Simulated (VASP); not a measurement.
# C19O in VASP: single point with PBEsol

Aim: the single point of C19O with PBEsol.

Program: VASP 6.6.1. These are calculated values, not measurements. Logs are shortened: lines on timing, memory, paths and dates and some standing lists are left out, and cuts for length are marked.

**1. The cell of the first run**

The cell holds a slab with vacuum, 20 atoms: a = 7.398 Å, b = 7.398 Å, c = 11.000 Å, α = 90.00°, β = 90.00°, γ = 120.00°.

**2. Single point, PBEsol**

Input file INCAR:

```
PREC = Accurate
ENCUT = 1000
EDIFF = 1E-6
ISMEAR = -1
SIGMA = 0.02
LREAL = Auto
LASPH = True
NELM = 120
ALGO = Normal
ISIF = 2
LWAVE = False
LCHARG = True
GGA = PS
LELF = True
LVHAR = True
NBANDS = 57
GGA_COMPAT = False
NELMDL = -8
```

Input file KPOINTS:

```
Automatic mesh
0
Gamma
  2 2 1
```

Input file POSCAR:

```
C19O
1.0
    7.3980000000      0.0000000000      0.0000000000
   -3.6990000000      6.4068560000      0.0000000000
    0.0000000000      0.0000000000     11.0000000000
C O
19 1
Direct
    0.0180027583      0.0111939460      0.0720243636
    0.2375686204      0.1209807119      0.0719515455
    0.0158258893      0.3426947632      0.0721195455
    0.2397085858      0.4545961389      0.0720720909
    0.0161542025      0.6781694485      0.0721099091
    0.2393769112      0.7897992401      0.0721480000
    0.3491617735      0.0093705868      0.0720007273
    0.5730337799      0.1213111392      0.0719639091
    0.3495144299      0.3448363753      0.0718340000
    0.5726837136      0.4564071676      0.0716851818
    0.3513064597      0.6778373043      0.0721483636
    0.5708889508      0.7876321865      0.0720374545
    0.6828171041      0.0115279632      0.0720440000
    0.9060435396      0.1231276308      0.0720446364
    0.6846176993      0.3445084453      0.0718385455
    0.9041850642      0.4542682089      0.0720564545
    0.6824788743      0.6759910009      0.0718423636
    0.9063706849      0.7879638625      0.0719995455
    0.5892808217      0.5349001133      0.3911222727
    0.6597248315      0.6853974867      0.4452300000
```

Potentials or basis: VASP PAW PBE potentials, release 64 (C_h, O_h).

The run is started by

```
$ cat potpaw_PBE.64/C_h/POTCAR potpaw_PBE.64/O_h/POTCAR > POTCAR
$ mpirun -np 1 vasp_std > vasp.out
```

OUTCAR:

```text
PREC = Accurate
   ENCUT = 1000
   EDIFF = 1E-6
   ISMEAR = -1
   LREAL = Auto
   LASPH = True
   NELM = 120
   ISIF = 2
   GGA = PS
   NELMDL = -8

 ion  position               nearest neighbor table
   1  0.018  0.011  0.072-   2 1.41  18 1.43  14 1.43
   2  0.238  0.121  0.072-   1 1.41   7 1.43   9 1.43
   3  0.016  0.343  0.072-  14 1.41  16 1.43   4 1.43
   4  0.240  0.455  0.072-   9 1.41  11 1.43   3 1.43
   5  0.016  0.678  0.072-  18 1.41   6 1.43  16 1.43
   6  0.239  0.790  0.072-   7 1.41   5 1.43  11 1.43
[... 10 lines left out ...]
  17  0.682  0.676  0.072-  10 1.41  12 1.43  18 1.43
  18  0.906  0.788  0.072-   5 1.41   1 1.43  17 1.43
  19  0.589  0.535  0.391-  20 1.13
  20  0.660  0.685  0.445-  19 1.13

  LATTYP: Found a hexagonal cell.
 ALAT       =     7.3980000000
 C/A-ratio  =     1.4868883482

  Lattice vectors:

 A1 = (   7.3980000000,   0.0000000000,   0.0000000000)
 A2 = (  -3.6990000000,   6.4068560000,   0.0000000000)
 A3 = (   0.0000000000,   0.0000000000,  11.0000000000)

Analysis of symmetry for initial positions (statically):
=====================================================================
 Subroutine PRICEL returns:
 Original cell was already a primitive cell.

 Routine SETGRP: Setting up the symmetry group for a
 hexagonal supercell.

 Subroutine GETGRP returns: Found  1 space group operations
 (whereof  1 operations were pure point group operations)
 out of a pool of 24 trial point group operations.

The static configuration has the point symmetry C_1 .

Analysis of symmetry for dynamics (positions and initial velocities):
=====================================================================
 Subroutine PRICEL returns:
 Original cell was already a primitive cell.

 Routine SETGRP: Setting up the symmetry group for a
 hexagonal supercell.

 Subroutine GETGRP returns: Found  1 space group operations
 (whereof  1 operations were pure point group operations)
 out of a pool of 24 trial point group operations.

The dynamic configuration has the point symmetry C_1 .

 Subroutine INISYM returns: Found  1 space group operations
 (whereof  1 operations are pure point group operations),
 and found     1 'primitive' translations

----------------------------------------------------------------------------------------

                                     Primitive cell

  volume of cell :     521.3771

  direct lattice vectors                    reciprocal lattice vectors
     7.398000000  0.000000000  0.000000000     0.135171668  0.078041398  0.000000000
    -3.699000000  6.406856000  0.000000000     0.000000000  0.156082796  0.000000000
     0.000000000  0.000000000 11.000000000     0.000000000  0.000000000  0.090909091

  length of vectors
     7.398000000  7.398000054 11.000000000     0.156082797  0.156082796  0.090909091

  position of ions in fractional coordinates (direct lattice)
     0.018002758  0.011193946  0.072024364
     0.237568620  0.120980712  0.071951545
     0.015825889  0.342694763  0.072119546
     0.239708586  0.454596139  0.072072091
     0.016154202  0.678169449  0.072109909
     0.239376911  0.789799240  0.072148000
[... 12 lines left out ...]
     0.589280822  0.534900113  0.391122273
     0.659724832  0.685397487  0.445230000

  ion indices of the primitive-cell ions
   primitive index   ion index
                 1           1
                 2           2
                 3           3
                 4           4
                 5           5
                 6           6
[... 12 lines left out ...]
                19          19
                20          20

----------------------------------------------------------------------------------------

 KPOINTS: Automatic mesh

Automatic generation of k-mesh.
 Grid dimensions read from file:
 generate k-points for:    2    2    1

 Generating k-lattice:

  Cartesian coordinates                     Fractional coordinates (reciprocal lattice)
     0.067585834  0.039020699  0.000000000     0.500000000 -0.000000000  0.000000000
     0.000000000  0.078041398  0.000000000     0.000000000  0.500000000  0.000000000
     0.000000000  0.000000000  0.090909091     0.000000000  0.000000000  1.000000000

  Length of vectors
     0.078041399  0.078041398  0.090909091

  Shift w.r.t. Gamma in fractional coordinates (k-lattice)
     0.000000000  0.000000000  0.000000000

 Subroutine IBZKPT returns following result:
 ===========================================

 Found      4 irreducible k-points:

 Following reciprocal coordinates:
            Coordinates               Weight
  0.000000  0.000000  0.000000      1.000000
  0.500000 -0.000000  0.000000      1.000000
  0.000000  0.500000  0.000000      1.000000
  0.500000  0.500000  0.000000      1.000000
   k-points           NKPTS =      4   k-points in BZ     NKDIM =      4   number of bands    NBANDS=     57
   number of dos      NEDOS =    301   number of ions     NIONS =     20
   total plane-waves  NPLWV = 768000
   dimension x,y,z NGX =    80 NGY =   80 NGZ =  120
   dimension x,y,z NGXF=   160 NGYF=  160 NGZF=  240
   ions per type =              19   1
   NGX,Y,Z   is equivalent  to a cutoff of  17.98, 17.98, 18.14 a.u.
   NGXF,Y,Z  is equivalent  to a cutoff of  35.95, 35.95, 36.27 a.u.
 SYSTEM =  unknown system
   PREC   = accura    normal or accurate (medium, high low for compatibility)
   ISTART =      0    job   : 0-new  1-cont  2-samecut
   ICHARG =      2    charge: 1-file 2-atom 10-const
   ISPIN  =      1    spin polarized calculation?
   LNONCOLLINEAR =      F non collinear calculations
   LSORBIT =      F    spin-orbit coupling
   LASPH  =      T    aspherical Exc in radial PAW
   ENCUT  = 1000.0 eV  73.50 Ry    8.57 a.u.  19.08 19.08 28.36*2*pi/ulx,y,z
   NELM   =    120;   NELMIN=  2; NELMDL= -8     # of ELM steps
   EDIFF  = 0.1E-05   stopping-criterion for ELM
   LREAL  =      T    real-space projection
   EDIFFG = 0.1E-04   stopping-criterion for IOM
   NSW    =      0    number of steps for IOM
   IBRION =     -1    ionic relax: 0-MD 1-quasi-New 2-CG
   NFREE  =      0    steps in history (QN), initial steepest desc. (CG)
   ISIF   =      2    stress and relaxation
   ISYM   =      2    0-nonsym 1-usesym 2-fastsym
   POTIM  = 0.5000    time-step for ionic-motion
   TEBEG  =    0.0;   TEEND  =   0.0 temperature during run
   PSTRESS=    0.0 pullay stress
   NELECT =      82.0000    total number of electrons
   NUPDOWN=      -1.0000    fix difference up-down
   EMIN   =  10.00;   EMAX   =-10.00  energy-range for DOS
   EFERMI =   0.00;   METHOD = LEGACY
   ISMEAR =    -1;   SIGMA  =   0.02  broadening in eV -4-tet -1-fermi 0-gaus
   EFERMI_NEDOS =   21; number of points for ismear=-14 and -15
   IALGO  =     38    algorithm
   IMIX   =      4    mixing-type and parameters
     AMIX     =   0.40;   BMIX     =  1.00
     AMIX_MAG =   1.60;   BMIX_MAG =  1.00
  volume/ion in A,a.u.               =      26.07       175.92
  Fermi-wavevector in a.u.,A,eV,Ry     =   0.883681  1.669915 10.624679  0.780892
  Thomas-Fermi vector in A             =   2.004480
   LORBIT       =      0    0 simple, 1 ext, 2 COOP (PROOUT), +10 PAW based schemes
   GGA     = PS    functional components
   LHFCALC =     F    Hartree Fock is set to
   AEXX    =    0.0000 exact exchange contribution
   IVDW    =     0    specifies the selected vdW correction
   LEPSILON=     F    determine dielectric tensor
   LRPA    =     F    only Hartree local field effects (RPA)
 non-spin polarized calculation
  energy-cutoff  :     1000.00
  volume of cell :      521.38
 maximum number of plane-waves:     37478
 NGX is ok and might be reduce to    80
   NGX = 39   NGY = 39   NGZ = 57

 number of electron      82.0000000 magnetization

 Free energy of the ion-electron system (eV)
  ---------------------------------------------------
  ext. energy  EPLUGINS =         0.00000000
  ---------------------------------------------------
  free energy    TOTEN  =      -188.70179862 eV

  energy without entropy =     -188.70062170  energy(sigma->0) =     -188.70121016

 E-fermi :  -1.0141     XC(G=0):  -4.6246

 val. band max:       -1.1204144203   @ k =   0.0000   0.0000   0.0000
 cond. band min:      -0.9073692959   @ k =   0.0000   0.0000   0.0000
 fundamental gap:      0.2130451244
 Fermi energy:        -1.0141106024

 k-point     1 :       0.0000    0.0000    0.0000
  band No.  band energies     occupation
      1     -25.8709      2.00000
      2     -20.5007      2.00000
      3     -17.9662      2.00000
      4     -17.9647      2.00000
      5     -17.9449      2.00000
      6     -17.9430      2.00000
[... 45 lines left out ...]
     52       3.9587      0.00000
     53       3.9642      0.00000

 k-point     2 :       0.5000   -0.0000    0.0000
  band No.  band energies     occupation
      1     -25.8709      2.00000
      2     -19.8473      2.00000
      3     -19.8454      2.00000
      4     -18.5947      2.00000
      5     -18.5105      2.00000
      6     -16.0988      2.00000
[... 45 lines left out ...]
     52       4.5558      0.00000
     53       4.7561      0.00000

 k-point     3 :       0.0000    0.5000    0.0000
  band No.  band energies     occupation
      1     -25.8709      2.00000
      2     -19.8488      2.00000
      3     -19.8439      2.00000
      4     -18.5944      2.00000
      5     -18.5109      2.00000
      6     -16.0987      2.00000
[... 45 lines left out ...]
     52       4.4733      0.00000
     53       4.8316      0.00000

 k-point     4 :       0.5000    0.5000    0.0000
  band No.  band energies     occupation
      1     -25.8709      2.00000
      2     -19.8474      2.00000
      3     -19.8453      2.00000
      4     -18.5947      2.00000
      5     -18.5105      2.00000
      6     -16.0987      2.00000
[... 45 lines left out ...]
     52       4.5495      0.00000
     53       4.7698      0.00000
 [bands above 53 left out]

------------------------ aborting loop because EDIFF is reached ----------------------------------------

  FORCE on cell =-STRESS in cart. coord.  units (eV):
  Direction    XX          YY          ZZ          XY          YZ          ZX
  --------------------------------------------------------------------------------------
  -------------------------------------------------------------------------------------
  Total       -2.6645741     -2.6026707     -0.1054902     -0.0012643      0.0318784     -0.0042205
  in kB       -8.1881618     -7.9979343     -0.3241684     -0.0038852      0.0979615     -0.0129696
  external PRESSURE =      -5.5034215 kB  Pullay stress =       0.0000000 kB

 VOLUME and BASIS-vectors are now :
 -----------------------------------------------------------------------------
  energy-cutoff  :     1000.00
  volume of cell :      521.38
      direct lattice vectors                 reciprocal lattice vectors
     7.398000000  0.000000000  0.000000000     0.135171668  0.078041398  0.000000000
    -3.699000000  6.406856000  0.000000000     0.000000000  0.156082796  0.000000000
     0.000000000  0.000000000 11.000000000     0.000000000  0.000000000  0.090909091

 POSITION                                       TOTAL-FORCE (eV/Angst)
 -----------------------------------------------------------------------------------
      0.09178      0.07172      0.79227        -0.014838     -0.005278     -0.000308
      1.31003      0.77511      0.79147         0.013664      0.007911     -0.000160
     -1.15055      2.19560      0.79332         0.001901      0.009976     -0.002704
      0.09181      2.91253      0.79279        -0.012041      0.008784     -0.000774
     -2.38904      4.34493      0.79321         0.009567     -0.009445     -0.002219
     -1.15056      5.06013      0.79363         0.001686     -0.012638     -0.002093
[... 12 lines left out ...]
      2.38090      3.42703      4.30234         0.001205     -0.059838     -0.039774
      2.34536      4.39124      4.89753        -0.001665      0.058771      0.031546
 -----------------------------------------------------------------------------------
    total drift:                                0.000002     -0.000908     -0.002846

  FREE ENERGIE OF THE ION-ELECTRON SYSTEM (eV)
  ---------------------------------------------------
  free  energy   TOTEN  =      -188.7017986241 eV

  energy  without entropy=     -188.7006216975  energy(sigma->0) =     -188.70121016
```

Run time: 15 min. Hardware: 1 thread of Intel Xeon Platinum 8488C (Sapphire Rapids), shared host; peak memory 1.4 GiB.

Results:

```
Free energy            : -188.7018 eV
Largest force          : 0.072 eV/Å
Band gap on the k mesh : 0.21 eV
```

Forces in eV/Å, atoms in the order of the input:
```
C   -0.015 -0.005  0.000
C    0.014  0.008  0.000
C    0.002  0.010 -0.003
C   -0.012  0.009 -0.001
C    0.010 -0.009 -0.002
C    0.002 -0.013 -0.002
C    0.002  0.014  0.002
C   -0.015  0.005  0.000
C    0.007 -0.011  0.002
C    0.001 -0.012  0.008
C   -0.011 -0.007 -0.002
C    0.008  0.009  0.000
C    0.014 -0.008 -0.001
C    0.001 -0.013  0.001
C   -0.009 -0.009  0.003
C    0.011  0.012 -0.001
C    0.001  0.015  0.005
C   -0.010  0.007  0.000
C    0.001 -0.060 -0.040
O   -0.002  0.059  0.032
```

Levels at points of the mesh, in eV from the valence-band top:
```csv
k point,band 38,band 39,band 40,band 41,band 42,band 43,band 44,band 45
"(0.00, 0.00, 0.00)",-2.90,-2.90,0.00,0.00,0.21,0.21,2.40,2.40
"(0.50, 0.00, 0.00)",-2.58,-2.54,-2.53,-2.26,1.75,2.36,2.37,2.59
"(0.00, 0.50, 0.00)",-2.58,-2.54,-2.53,-2.26,1.74,2.39,2.42,2.58
"(0.50, 0.50, 0.00)",-2.58,-2.54,-2.53,-2.26,1.75,2.36,2.37,2.59
```

Caveat: the k points lie up to 0.49 Å⁻¹ apart; there is no dipole correction, which matters where the two faces differ; the PAW data sets were made with another functional, which shifts forces and pressure a little.
